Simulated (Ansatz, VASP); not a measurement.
# Two plane-wave programs on BAs

Contents of INCAR:

```
PREC     = Accurate       # precision mode
ENCUT    = 520            # plane-wave cutoff, eV
EDIFF    = 1E-8           # SCF threshold, eV
ISMEAR   = -4             # smearing method
SIGMA    = 0.1            # smearing width, eV
LREAL    = F              # projectors in reciprocal space
LASPH    = T              # aspherical terms in the spheres
NELM     = 150            # most SCF steps
ALGO     = Normal         # electronic algorithm
ISIF     = 2              # what is computed and relaxed
LWAVE    = F              # write WAVECAR
LCHARG   = F              # write CHGCAR
ISPIN    = 2              # spin polarisation
MAGMOM   = 1 2            # initial moments
LORBIT   = 11             # projections on sites
LEFG     = T            
NBANDS   = 15             # bands
```

The input KPOINTS:

```
regular mesh
0
Gamma
  11 11 11
```

The input POSCAR:

```
BAs
1.0
    0.0000000000      2.4096270000      2.4096270000
    2.4096270000      0.0000000000      2.4096270000
    2.4096270000      2.4096270000      0.0000000000
B As
1 1
Direct
    0.7500000000      0.7500000000      0.7500000000
    0.0000000000      0.0000000000      0.0000000000
```

Input for Ansatz:

```yaml
crystal:
  lattice:
    - [0.0, 2.409627, 2.409627]
    - [2.409627, 0.0, 2.409627]
    - [2.409627, 2.409627, 0.0]
  atoms:
    - { symbol: B, position: [0.75, 0.75, 0.75], spin: 1.0 }
    - { symbol: As, position: [0.0, 0.0, 0.0], spin: 2.0 }
kpoints:
  mp_grid: { grid: [11, 11, 11] }
  band_path:
    path:
      - [0.0, 0.0, 0.0]
      - [-0.5, -0.5, 0.0]
      - [-0.375, -0.375, 0.25]
      - [-0.375, 0.0, 0.375]
      - [0.0, 0.0, 0.0]
      - [0.0, 0.0, 0.5]
      - [-0.5, -0.25, 0.25]
      - [-0.5, -0.5, 0.0]
    npoints: 14
scf:
  occupations: { method: tetrahedron_uncorrected }
hamiltonian:
  xc: lda
  pseudopotentials: { kind: paw }
output:
  forces: true
  stress: true
  eigenvalues: true
  efg: { contact_densities: true }
  populations: true
  write_density: true
  write_potential: true
  elf: true
  volumetric_format: npy
magnetization:
  spin_polarized: true
```

Alike in both runs: task electric field gradients; functional LDA; k mesh 11 × 11 × 11; collinear spin.

```csv
,VASP,Ansatz
version,VASP 6.6.1,Ansatz 0.2.0
potentials or method,"VASP PAW LDA potentials, release 64 (B, As)","PAW with Ansatz's default frozen-core files, scalar-relativistic"
plane-wave cutoff (eV),520,420
occupations,tetrahedron,tetrahedron-uncorrected
valence electrons in the cell,8,18
```

```csv
,VASP,Ansatz,Ansatz less VASP
gap on the k mesh at the Fermi level (eV),1.17,1.18,+0.007
pressure (GPa),-6.4,-7.2,-0.74
net moment per atom (μB),0.00,0.00,0.000
```

LDA's correlation is that of Perdew and Zunger in VASP and of Perdew and Wang (1992) in Ansatz. VASP's potentials hold 8 valence electrons a cell and Ansatz's 18, so a difference there can come from the potentials and not from the codes. Ansatz's warnings: band table not solved further, seeded moment not kept.
